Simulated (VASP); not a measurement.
The system is CaV2.

```
Ca V
1.0
     0.00000    2.97903    2.97903
     2.97903    0.00000    2.97903
     2.97903    2.97903    0.00000
Ca V
1 2
Direct
  0.00000 0.00000 0.00000
  0.25000 0.25000 0.25000
  0.75000 0.75000 0.75000
```

| Item | Value |
| --- | --- |
| Program | VASP 6.6.1 |
| Task | relaxation of cell and atoms |
| Functional | PBE |
| Potentials or basis | VASP PAW PBE potentials, release 64 (Ca_sv, V_sv) |
| Cutoff | 600 eV |
| k mesh | 6 × 6 × 6 |
| Occupations | gaussian, width 0.1 eV |
| Spin | collinear spin, ferromagnetic start |
| Starting moments | [0.15, 0.93, 0.93] μB |

At the start: pressure 15.4 GPa; volume 17.63 Å³/atom.

Q: How do energy, volume and symmetry change on relaxing?

A: Over 4 steps the energy falls by 432.7 meV/atom and the volume is 28.91 Å³/atom (+64.0 %); space group Fm-3m (No. 225, to 0.1 Å) before and after; moment 8.27 μB per cell.

The path:
```
step  energy change (eV)  largest force (eV/Å)  pressure (GPa)  volume (Å³)
   1              0.0000                0.0000           15.35        52.88
   2             -0.8677                0.0000            7.67        66.88
   3             -1.2226                0.0000           -2.29        96.36
   4             -1.2982                0.0000           -0.05        86.73
```

Final structure:
```yaml
crystal:
  lattice:
    - [0.00000, 3.51332, 3.51332]
    - [3.51332, 0.00000, 3.51332]
    - [3.51332, 3.51332, 0.00000]
  atoms:
    - { symbol: Ca, position: [0.00000, 0.00000, 0.00000] }
    - { symbol: V, position: [0.25000, 0.25000, 0.25000] }
    - { symbol: V, position: [0.75000, 0.75000, 0.75000] }
```

Caveat: the volume moved by over 15 % at a fixed basis, so the end points are rough; the highest band is partly filled, so the run has too few bands.
